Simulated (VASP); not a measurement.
# Be2H in VASP: further runs

Runs on Be2H. Level: PBE. Tasks: single point.

All numbers are computed with VASP 6.6.1; they aren't measurements. Logs are shortened: lines on timing, memory, paths and dates and some standing lists are left out, and cuts for length are marked.

## 1. The cell of the first run

The typed cell holds 6 atoms: a = 3.634 Å, b = 4.006 Å, c = 3.900 Å, α = 90.78°, β = 110.96°, γ = 124.55°.

The cell was generated, and may not be a known phase.

## 2. Single point, PBE

INCAR

```
  PREC = Accurate
  ENCUT = 520
  EDIFF = 1E-6
  ISMEAR = 0
  SIGMA = 0.1
  LREAL = False
  LASPH = True
  NELM = 80
  ALGO = Normal
  ISIF = 2
  LWAVE = False
  LCHARG = False
  GGA = PE
  NBANDS = 14
```

KPOINTS

```
Automatic mesh
0
Gamma
  6 6 4
```

POSCAR

```
Be2H
1.0
    3.4909988256     -0.5636795133     -0.8382934041
   -1.6815929892      3.6119238950      0.4165610603
   -0.6819094542     -0.8093894367      3.7534986872
Be H
4 2
Direct
    1.0060796341      0.9304036351      0.0851679206
    0.5792916308      0.6390672561      0.4420842560
    0.3633383044      0.9680493568      0.6820494187
   -0.2096839443      0.2594963105      0.3253335338
    0.4030119518      0.5954312672      0.7377133021
    0.9663431819      0.3030218428      1.0295604051
```

Potentials or basis: VASP PAW PBE potentials, release 64 (Be, H).

Command:

```sh
$ cat potpaw_PBE.64/Be/POTCAR potpaw_PBE.64/H/POTCAR > POTCAR
$ mpirun -np 1 vasp_std > vasp.out
```

OUTCAR:

```text
PREC = Accurate
   ENCUT = 520
   EDIFF = 1E-6
   ISMEAR = 0
   LREAL = False
   LASPH = True
   NELM = 80
   ISIF = 2
   GGA = PE

 ion  position               nearest neighbor table
   1  0.006  0.930  0.085-   6 1.59   4 2.13   3 2.18   4 2.21   2 2.27   2 2.29   3 2.33   2 2.33

   2  0.579  0.639  0.442-   5 1.48   3 2.13   4 2.16   4 2.20   3 2.21   4 2.26   1 2.27   1 2.29
                             1 2.33
   3  0.363  0.968  0.682-   5 1.59   2 2.13   1 2.18   2 2.21   4 2.27   4 2.29   1 2.33   4 2.33

   4  0.790  0.259  0.325-   6 1.48   1 2.13   2 2.16   2 2.20   1 2.21   2 2.26   3 2.27   3 2.29
                             3 2.33
   5  0.403  0.595  0.738-   2 1.48   3 1.59
   6  0.966  0.303  0.030-   4 1.48   1 1.59

  LATTYP: Found a triclinic cell.
 ALAT       =     3.5698181272
 B/A-ratio  =     1.8801278614
 C/A-ratio  =     1.7394488971
 COS(alpha) =     0.0046127974
 COS(beta)  =     0.4617696574
 COS(gamma) =     0.8432178850

  Lattice vectors:

 A1 = (   1.8094058364,   3.0482443817,  -0.4217323438)
 A2 = (   2.9369022186,   5.2870993267,   2.9100339996)
 A3 = (   4.1729082798,   0.2457099234,  -4.5917920913)

Analysis of symmetry for initial positions (statically):
=====================================================================
 Subroutine PRICEL returns:
 Original cell was already a primitive cell.

 Routine SETGRP: Setting up the symmetry group for a
 triclinic supercell.

 Subroutine GETGRP returns: Found  1 space group operations
 (whereof  1 operations were pure point group operations)
 out of a pool of  2 trial point group operations.

The static configuration has the point symmetry C_1 .

Analysis of symmetry for dynamics (positions and initial velocities):
=====================================================================
 Subroutine PRICEL returns:
 Original cell was already a primitive cell.

 Routine SETGRP: Setting up the symmetry group for a
 triclinic supercell.

 Subroutine GETGRP returns: Found  1 space group operations
 (whereof  1 operations were pure point group operations)
 out of a pool of  2 trial point group operations.

The dynamic configuration has the point symmetry C_1 .

 Subroutine INISYM returns: Found  1 space group operations
 (whereof  1 operations are pure point group operations),
 and found     1 'primitive' translations

----------------------------------------------------------------------------------------

                                     Primitive cell

  volume of cell :      41.9023

  direct lattice vectors                    reciprocal lattice vectors
     3.490998826 -0.563679513 -0.838293404     0.331593174  0.143853733  0.091261578
    -1.681592989  3.611923895  0.416561060     0.066685531  0.299072456  0.076605750
    -0.681909454 -0.809389437  3.753498687     0.066656151 -0.001063089  0.278298487

  length of vectors
     3.634218379  4.005904682  3.899854377     0.372795662  0.315847645  0.286171663

  position of ions in fractional coordinates (direct lattice)
     0.006079634  0.930403635  0.085167921
     0.579291631  0.639067256  0.442084256
     0.363338304  0.968049357  0.682049419
     0.790316056  0.259496310  0.325333534
     0.403011952  0.595431267  0.737713302
     0.966343182  0.303021843  0.029560405

  ion indices of the primitive-cell ions
   primitive index   ion index
                 1           1
                 2           2
                 3           3
                 4           4
                 5           5
                 6           6

----------------------------------------------------------------------------------------

 KPOINTS: Automatic mesh

Automatic generation of k-mesh.
 Grid dimensions read from file:
 generate k-points for:    6    6    4

 Generating k-lattice:

  Cartesian coordinates                     Fractional coordinates (reciprocal lattice)
     0.055265529  0.023975622  0.015210263     0.166666667 -0.000000000  0.000000000
     0.011114255  0.049845409  0.012767625    -0.000000000  0.166666667  0.000000000
     0.016664038 -0.000265772  0.069574622    -0.000000000  0.000000000  0.250000000

  Length of vectors
     0.062132610  0.052641274  0.071542916

  Shift w.r.t. Gamma in fractional coordinates (k-lattice)
     0.000000000  0.000000000  0.000000000

 Subroutine IBZKPT returns following result:
 ===========================================

 Found     76 irreducible k-points:

 Following reciprocal coordinates:
            Coordinates               Weight
  0.000000  0.000000  0.000000      1.000000
  0.166667  0.000000  0.000000      2.000000
  0.333333 -0.000000  0.000000      2.000000
  0.500000  0.000000  0.000000      1.000000
  0.000000  0.166667  0.000000      2.000000
  0.166667  0.166667  0.000000      2.000000
[... 16 lines left out ...]
  0.333333  0.000000  0.250000      2.000000
  0.500000 -0.000000  0.250000      2.000000
 [... further k-points ...]
   k-points           NKPTS =     76   k-points in BZ     NKDIM =     76   number of bands    NBANDS=     14
   number of dos      NEDOS =    301   number of ions     NIONS =      6
   total plane-waves  NPLWV =  25200
   dimension x,y,z NGX =    28 NGY =   30 NGZ =   30
   dimension x,y,z NGXF=    56 NGYF=   60 NGZF=   60
   ions per type =               4   2
   NGX,Y,Z   is equivalent  to a cutoff of  12.81, 12.45, 12.79 a.u.
   NGXF,Y,Z  is equivalent  to a cutoff of  25.62, 24.90, 25.58 a.u.
 SYSTEM =  unknown system
   PREC   = accura    normal or accurate (medium, high low for compatibility)
   ISTART =      0    job   : 0-new  1-cont  2-samecut
   ICHARG =      2    charge: 1-file 2-atom 10-const
   ISPIN  =      1    spin polarized calculation?
   LNONCOLLINEAR =      F non collinear calculations
   LSORBIT =      F    spin-orbit coupling
   LASPH  =      T    aspherical Exc in radial PAW
   ENCUT  =  520.0 eV  38.22 Ry    6.18 a.u.   6.76  7.45  7.25*2*pi/ulx,y,z
   NELM   =     80;   NELMIN=  2; NELMDL= -5     # of ELM steps
   EDIFF  = 0.1E-05   stopping-criterion for ELM
   LREAL  =      F    real-space projection
   EDIFFG = 0.1E-04   stopping-criterion for IOM
   NSW    =      0    number of steps for IOM
   IBRION =     -1    ionic relax: 0-MD 1-quasi-New 2-CG
   NFREE  =      0    steps in history (QN), initial steepest desc. (CG)
   ISIF   =      2    stress and relaxation
   ISYM   =      2    0-nonsym 1-usesym 2-fastsym
   POTIM  = 0.5000    time-step for ionic-motion
   TEBEG  =    0.0;   TEEND  =   0.0 temperature during run
   PSTRESS=    0.0 pullay stress
   NELECT =      10.0000    total number of electrons
   NUPDOWN=      -1.0000    fix difference up-down
   EMIN   =  10.00;   EMAX   =-10.00  energy-range for DOS
   EFERMI =   0.00;   METHOD = LEGACY
   ISMEAR =     0;   SIGMA  =   0.10  broadening in eV -4-tet -1-fermi 0-gaus
   EFERMI_NEDOS =   21; number of points for ismear=-14 and -15
   IALGO  =     38    algorithm
   IMIX   =      4    mixing-type and parameters
     AMIX     =   0.40;   BMIX     =  1.00
     AMIX_MAG =   1.60;   BMIX_MAG =  1.00
  volume/ion in A,a.u.               =       6.98        47.13
  Fermi-wavevector in a.u.,A,eV,Ry     =   1.015459  1.918939 14.029734  1.031156
  Thomas-Fermi vector in A             =   2.148746
   LORBIT       =      0    0 simple, 1 ext, 2 COOP (PROOUT), +10 PAW based schemes
   GGA     = PE    functional components
   LHFCALC =     F    Hartree Fock is set to
   AEXX    =    0.0000 exact exchange contribution
   IVDW    =     0    specifies the selected vdW correction
   LEPSILON=     F    determine dielectric tensor
   LRPA    =     F    only Hartree local field effects (RPA)
 non-spin polarized calculation
 Gauss-broadening in eV      SIGMA  =   0.10
  energy-cutoff  :      520.00
  volume of cell :       41.90
 maximum number of plane-waves:      1142
   NGX = 13   NGY = 15   NGZ = 15

 number of electron      10.0000000 magnetization

 Free energy of the ion-electron system (eV)
  ---------------------------------------------------
  ext. energy  EPLUGINS =         0.00000000
  ---------------------------------------------------
  free energy    TOTEN  =       -20.25799085 eV

  energy without entropy =      -20.25718253  energy(sigma->0) =      -20.25758669

 E-fermi :   5.2846     XC(G=0): -10.1616

 val. band max:        5.2010971962   @ k =  -0.0000   0.5000  -0.0000
 cond. band min:       5.3774848580   @ k =   0.0000   0.1667   0.5000
 fundamental gap:      0.1763876618
 Fermi energy:         5.2846026591

 k-point     1 :       0.0000    0.0000    0.0000
  band No.  band energies     occupation
      1      -6.6075      2.00000
      2       0.6249      2.00000
      3       1.9809      2.00000
      4       4.5877      2.00000
      5       5.8891      0.00000
      6       6.5803      0.00000
      7       7.2273      0.00000
      8       8.8091      0.00000
      9       9.9038      0.00000
     10      10.2689      0.00000
     11      11.4281      0.00000
     12      11.6706      0.00000
     13      13.8544      0.00000
     14      14.2887      0.00000

 k-point     2 :       0.1667    0.0000    0.0000
  band No.  band energies     occupation
      1      -6.1922      2.00000
      2      -0.0388      2.00000
      3       1.9543      2.00000
      4       3.6046      2.00000
      5       4.8185      2.00000
      6       5.8164      0.00000
      7       6.9774      0.00000
      8       9.6159      0.00000
      9      10.4190      0.00000
     10      11.2004      0.00000
[... 362 lines left out ...]
 k-point    24 :       0.5000   -0.0000    0.2500
  band No.  band energies     occupation
      1      -3.9857      2.00000
      2      -1.6853      2.00000
      3      -0.0633      2.00000
      4       1.9164      2.00000
      5       2.1085      2.00000
      6       5.1473      1.94782
      7       8.4962      0.00000
      8       9.1784      0.00000
      9      10.6966      0.00000
     10      15.1529      0.00000
     11      16.2646      0.00000
     12      16.4675      0.00000
     13      17.4645      0.00000
     14      18.1014      0.00000

 [... further k-points ...]

------------------------ aborting loop because EDIFF is reached ----------------------------------------

  FORCE on cell =-STRESS in cart. coord.  units (eV):
  Direction    XX          YY          ZZ          XY          YZ          ZX
  --------------------------------------------------------------------------------------
  -------------------------------------------------------------------------------------
  Total        0.0222752      0.0112633      0.0299968      0.0067014     -0.0122207      0.0038332
  in kB        0.8517171      0.4306658      1.1469600      0.2562361     -0.4672719      0.1465680
  external PRESSURE =       0.8097810 kB  Pullay stress =       0.0000000 kB

 VOLUME and BASIS-vectors are now :
 -----------------------------------------------------------------------------
  energy-cutoff  :      520.00
  volume of cell :       41.90
      direct lattice vectors                 reciprocal lattice vectors
     3.490998826 -0.563679513 -0.838293404     0.331593174  0.143853733  0.091261578
    -1.681592989  3.611923895  0.416561060     0.066685531  0.299072456  0.076605750
    -0.681909454 -0.809389437  3.753498687     0.066656151 -0.001063089  0.278298487

 POSITION                                       TOTAL-FORCE (eV/Angst)
 -----------------------------------------------------------------------------------
     -1.60141      3.28819      0.70215         0.002814     -0.005705      0.001626
      0.64619      1.62391      1.43996         0.006349      0.000405     -0.011702
     -0.82455      2.73967      2.65874        -0.001831      0.007367      0.000937
      2.10078      0.22847      0.66672        -0.007892     -0.001575      0.009478
     -0.09741      1.32639      2.67920        -0.003941     -0.009345      0.009077
      2.84379      0.52586     -0.57290         0.004501      0.008853     -0.009415
 -----------------------------------------------------------------------------------
    total drift:                                0.000027     -0.000024      0.000012

  FREE ENERGIE OF THE ION-ELECTRON SYSTEM (eV)
  ---------------------------------------------------
  free  energy   TOTEN  =       -20.2579908518 eV

  energy  without entropy=      -20.2571825342  energy(sigma->0) =      -20.25758669
```

It took 21 s on 1 thread of Intel Xeon Platinum 8488C (Sapphire Rapids), shared host; peak memory 0.17 GiB.

What came out:

| Item | Value |
| --- | --- |
| Free energy | -20.2580 eV |
| Pressure | 0.1 GPa |
| Largest force | 0.014 eV/Å |
| Band gap on the k mesh | zero (bands 5 and 6 overlap by 3.51 eV) |

Forces on the atoms (eV/Å):
```
Be   0.003 -0.006  0.002
Be   0.006  0.000 -0.012
Be  -0.002  0.007  0.001
Be  -0.008 -0.002  0.009
H   -0.004 -0.009  0.009
H    0.005  0.009 -0.009
```

Levels at points of the mesh, in eV from the Fermi level:
```csv
k point,band 3,band 4,band 5,band 6,band 7,band 8
"(0.00, 0.00, 0.00)",-3.30,-0.70,0.60,1.30,1.94,3.52
"(0.50, 0.00, 0.00)",-4.42,-3.44,-2.75,-2.71,6.45,6.76
"(0.00, 0.50, 0.00)",-4.55,-1.82,-0.08,1.49,2.46,2.58
"(0.50, 0.50, 0.00)",-5.08,-1.48,-0.18,1.01,2.26,3.72
"(0.00, 0.00, 0.50)",-3.33,-1.13,0.31,0.71,3.68,4.72
"(0.50, 0.00, 0.50)",-4.73,-3.39,-1.90,-0.74,1.70,1.83
"(0.00, 0.50, 0.50)",-5.73,-3.71,-3.00,1.69,4.84,6.82
"(0.50, 0.50, 0.50)",-5.51,-3.90,-2.56,1.85,6.38,6.39
```

Caveat: the k points lie up to 0.45 Å⁻¹ apart, too coarse for converged energies and pressures of a metal.

## 3. Single point, PBE

This run uses another cell than the first one, of the same volume but with other edges.

INCAR

```
PREC = Accurate ; ENCUT = 520
EDIFF = 1E-6 ; ISMEAR = 0
SIGMA = 0.1 ; LREAL = False
LASPH = True ; NELM = 80
ALGO = Normal ; ISIF = 2
LWAVE = False ; LCHARG = True
GGA = PE ; LELF = True
LVHAR = True ; NBANDS = 14
```

KPOINTS

```
Automatic mesh
0
Gamma
  12 12 12
```

POSCAR

```
Be2H
1.0
    3.5437397221      0.0343943008     -0.0170734855
    1.3753082434      3.3941305522      0.0135818261
    1.4602445556      0.8831294028      3.5000191723
Be H
4 2
Direct
    0.4815053007      0.8369404470      0.7991628602
    0.1869552077      0.7116509238      0.4361284907
    0.5184946993      0.1630595530      0.2008371398
    0.8130447923      0.2883490762      0.5638715093
    0.1503708176      0.5767788634      0.1392603171
    0.8496291824      0.4232211366      0.8607396829
```

Potentials or basis: VASP PAW PBE potentials, release 64 (Be, H).

Command:

```sh
$ cat potpaw_PBE.64/Be/POTCAR potpaw_PBE.64/H/POTCAR > POTCAR
$ mpirun -np 1 vasp_std > vasp.out
```

OUTCAR:

```text
PREC = Accurate
   ENCUT = 520
   EDIFF = 1E-6
   ISMEAR = 0
   LREAL = False
   LASPH = True
   NELM = 80
   ISIF = 2
   GGA = PE

 ion  position               nearest neighbor table
   1  0.482  0.837  0.799-   6 1.58   4 2.14   3 2.19   4 2.22   2 2.25   2 2.29   2 2.32   3 2.34

   2  0.187  0.712  0.436-   5 1.47   4 2.14   3 2.14   3 2.22   4 2.22   1 2.25   4 2.28   1 2.29
                             1 2.32
   3  0.518  0.163  0.201-   5 1.58   2 2.14   1 2.19   2 2.22   4 2.25   4 2.29   4 2.32   1 2.34

[... 625 lines left out ...]
  -------------------------------------------------------------------------------------
  Total        0.0005016      0.0109985      0.0093319      0.0059753      0.0150311      0.0039758
  in kB        0.0191553      0.4200147      0.3563697      0.2281861      0.5740159      0.1518300
  external PRESSURE =       0.2651799 kB  Pullay stress =       0.0000000 kB

 VOLUME and BASIS-vectors are now :
 -----------------------------------------------------------------------------
  energy-cutoff  :      520.00
  volume of cell :       41.95
      direct lattice vectors                 reciprocal lattice vectors
     3.543739722  0.034394301 -0.017073485     0.282867064 -0.114261402 -0.089184508
     1.375308243  3.394130552  0.013581826    -0.003228713  0.296228249 -0.073397645
     1.460244556  0.883129403  3.500019172     0.001392386 -0.001706894  0.285562488

 POSITION                                       TOTAL-FORCE (eV/Angst)
 -----------------------------------------------------------------------------------
      4.02435      3.56301      2.80023        -0.003688      0.003330      0.002104
      2.27811      2.80702      1.53293         0.002437      0.004958      0.007687
      2.35494      0.74864      0.69630         0.003688     -0.003330     -0.002104
      4.10118      1.50463      1.96360        -0.002437     -0.004958     -0.007687
      1.52948      2.08582      0.49268        -0.006405     -0.000747     -0.004601
      4.84981      2.22583      3.00385         0.006405      0.000747      0.004601
 -----------------------------------------------------------------------------------
    total drift:                                0.000000      0.000000      0.000000

  FREE ENERGIE OF THE ION-ELECTRON SYSTEM (eV)
  ---------------------------------------------------
  free  energy   TOTEN  =       -20.2289548742 eV

  energy  without entropy=      -20.2264955878  energy(sigma->0) =      -20.22772523
```

OSZICAR:

```text
N       E                     dE             d eps       ncg     rms          rms(c)
DAV:   1     0.135752007346E+01    0.13575E+01   -0.40951E+03 24304   0.599E+02
DAV:   2    -0.200098043296E+02   -0.21367E+02   -0.20264E+02 31352   0.111E+02
DAV:   3    -0.207026394681E+02   -0.69284E+00   -0.68789E+00 34172   0.155E+01
DAV:   4    -0.207048154532E+02   -0.21760E-02   -0.21757E-02 27620   0.102E+00
DAV:   5    -0.207048244210E+02   -0.89678E-05   -0.89673E-05 34422   0.590E-02    0.361E+00
DAV:   6    -0.203627643135E+02    0.34206E+00   -0.16014E-01 29638   0.198E+00    0.207E+00
DAV:   7    -0.202286231507E+02    0.13414E+00   -0.20515E-01 32344   0.226E+00    0.230E-01
DAV:   8    -0.202288596673E+02   -0.23652E-03   -0.97226E-03 29422   0.605E-01    0.847E-02
DAV:   9    -0.202289447870E+02   -0.85120E-04   -0.17825E-04 32998   0.859E-02    0.249E-02
DAV:  10    -0.202289541626E+02   -0.93757E-05   -0.24315E-05 29222   0.252E-02    0.383E-03
DAV:  11    -0.202289548742E+02   -0.71154E-06   -0.10649E-06 25580   0.676E-03
   1 F= -.20228955E+02 E0= -.20227725E+02  d E =-.245929E-02
```

Run time: 4.1 min. Hardware: 1 thread of Intel Xeon Platinum 8488C (Sapphire Rapids), shared host; peak memory 0.49 GiB.

Results:

| Quantity | Value |
| --- | --- |
| Free energy | -20.2290 eV |
| Pressure | 0.0 GPa |
| Largest force | 0.009 eV/Å |
| Band gap on the k mesh | zero (bands 5 and 6 overlap by 3.91 eV) |

Forces in eV/Å, atoms in the order of the input:
```
Be  -0.004  0.003  0.002
Be   0.002  0.005  0.008
Be   0.004 -0.003 -0.002
Be  -0.002 -0.005 -0.008
H   -0.006 -0.001 -0.005
H    0.006  0.001  0.005
```

The gap in the log of VASP goes by the Fermi energy; the results here count the filled bands.